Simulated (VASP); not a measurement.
A run of VASP 6.6.1:

File INCAR:

```
PREC = Accurate
ENCUT = 600
EDIFF = 1E-7
ISMEAR = 0
SIGMA = 0.1
LREAL = F
LASPH = T
NELM = 100
ALGO = Normal
ISIF = 3
LWAVE = F
LCHARG = F
GGA = PS
IBRION = 2
NSW = 100
EDIFFG = -0.05
```

Contents of KPOINTS:

```
regular mesh
0
Gamma
  8 8 8
```

The input POSCAR:

```
WC
1.0
    0.0000000000      2.3920423765      2.3920423765
    2.3920423765      0.0000000000      2.3920423765
    2.3920423765      2.3920423765      0.0000000000
W C
1 1
Direct
    0.0000000000      0.0000000000      0.0000000000
    0.2500000000      0.2500000000      0.2500000000
```

Potentials or basis: VASP PAW PBE potentials, release 64 (W_sv, C).

The run is started by

```sh
$ cat potpaw_PBE.64/W_sv/POTCAR potpaw_PBE.64/C/POTCAR > POTCAR
$ mpirun -np 1 vasp_std > vasp.out
```

Hardware: 1 thread of Intel(R) Xeon(R) Platinum 8488C (Sapphire Rapids) (shared host).

Question: How long does it take, and how much memory?

Answer: It took 29 s on 1 thread of Intel(R) Xeon(R) Platinum 8488C (Sapphire Rapids), on a shared host, peak memory 0.16 GiB. Counts: scf iterations 40, k points 29, ion steps 4.
